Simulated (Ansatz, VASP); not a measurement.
**Two plane-wave programs on BN**

The input INCAR:

```
SYSTEM = BN
ALGO = Normal
EDIFF = 1E-6
ENCUT = 520
GGA = CA
ISIF = 2
ISMEAR = 0
LASPH = .True.
LCHARG = .True.
LELF = .True.
LREAL = .False.
LVHAR = .True.
LWAVE = .False.
NBANDS = 16
NELM = 80
PREC = Accurate
SIGMA = 0.05
```

KPOINTS

```
k-points
0
Gamma
  12 12 4
  0 0 0
```

POSCAR

```
BN
1.0
    2.5039917043      0.0000000000      0.0000000000
   -1.2519958522      2.1685204268      0.0000000000
    0.0000000000      0.0000000000      6.6612000000
B N
2 2
Direct
    0.2932445598      0.6373196476      0.2500000000
    0.7067554402      0.3626803524      0.7500000000
    0.3733835676      0.6959854730      0.7500000000
    0.6266164324      0.3040145270      0.2500000000
```

Input for Ansatz:

```yaml
crystal:
  lattice:
    - [2.5039917043, 0.0, 0.0]
    - [-1.2519958522, 2.1685204268, 0.0]
    - [0.0, 0.0, 6.6612]
  atoms:
    - { symbol: B, position: [0.2932445598, 0.6373196476, 0.25] }
    - { symbol: B, position: [0.7067554402, 0.3626803524, 0.75] }
    - { symbol: "N", position: [0.3733835676, 0.695985473, 0.75] }
    - { symbol: "N", position: [0.6266164324, 0.304014527, 0.25] }
basis:
  ecutwfc: 420
kpoints:
  mp_grid: { grid: [12, 12, 4] }
hamiltonian:
  xc: lda
scf:
  occupations: { method: gaussian, width: 0.05 }
output:
  forces: true
  stress: true
  eigenvalues: true
  write_density: true
  write_potential: true
  elf: true
  volumetric_format: npy
```

Change from the starting cell: mode 4 (44.4 1/cm) frozen in, largest displacement -0.090 Å.

Alike in both runs: task single point; functional LDA; k mesh 12 × 12 × 4; occupations gaussian, width 0.05 eV; no spin polarisation.

|  | VASP | Ansatz |
| --- | --- | --- |
| version | VASP 6.6.1 | Ansatz 0.2.0 |
| potentials or method | VASP PAW LDA potentials, release 64 (B, N), cutoff 520 eV | scalar-relativistic, plane waves, PAW |
| valence electrons in the cell | 16 | 16 |

```tsv
	VASP	Ansatz	Ansatz less VASP
gap on the k mesh at the Fermi level (eV)	3.74	3.76	+0.017
least direct gap on the mesh (eV)	4.13	4.14	+0.014
pressure (GPa)	-4.2	-4.6	-0.43
traceless stress, the component that is largest in VASP (GPa)	3.41	4.02	+0.609
rms of the force components (eV/Å)	0.004	0.004	-0.0001
```

LDA's correlation is that of Perdew and Zunger in VASP and of Perdew and Wang (1992) in Ansatz. Atom by atom the forces differ by 0.000 eV/Å (rms over components).
